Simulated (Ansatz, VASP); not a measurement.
## One calculation of Mo2Pt, two programs

```
Mo Pt
1.0
     4.74328    0.00000    0.00000
    -2.37164    4.10780    0.00000
     0.00000    0.00000    5.45724
Mo Pt
4 2
Direct
  0.33333 0.66667 0.04230
  0.33333 0.66667 0.45770
  0.66667 0.33333 0.95770
  0.66667 0.33333 0.54230
  0.00000 0.00000 0.00000
  0.00000 0.00000 0.50000
```

Alike in both runs: functional PBE; k mesh 6 × 6 × 2; occupations gaussian, width 0.1 eV; no spin polarisation.

Ansatz relaxed the structure, and its values are those at the end. VASP's run is a single point on that final structure, the one shown.

|  | VASP | Ansatz |
| --- | --- | --- |
| version | VASP 6.6.1 | Ansatz 0.2.0 |
| potentials or method | VASP PAW PBE potentials, release 64 (Mo_sv, Pt_sv_GW), cutoff 500 eV | scalar-relativistic, plane waves, PAW |
| valence electrons in the cell | 92 | 92 |

VASP gave:

| Property | Result |
| --- | --- |
| gap on the k mesh at the Fermi level (eV) | none |
| pressure (GPa) | -0.4 |
| rms of the force components (eV/Å) | 0.082 |

Q: What did Ansatz give for the same quantities?

A: gap on the k mesh at the Fermi level (eV): none; pressure (GPa): 0.1; rms of the force components (eV/Å): 0.012.

A gap of «none» marks a metal or a gap that the smearing closes.

The k mesh is coarse, so the values compare programs but aren't converged. Neither program's run includes spin-orbit coupling.
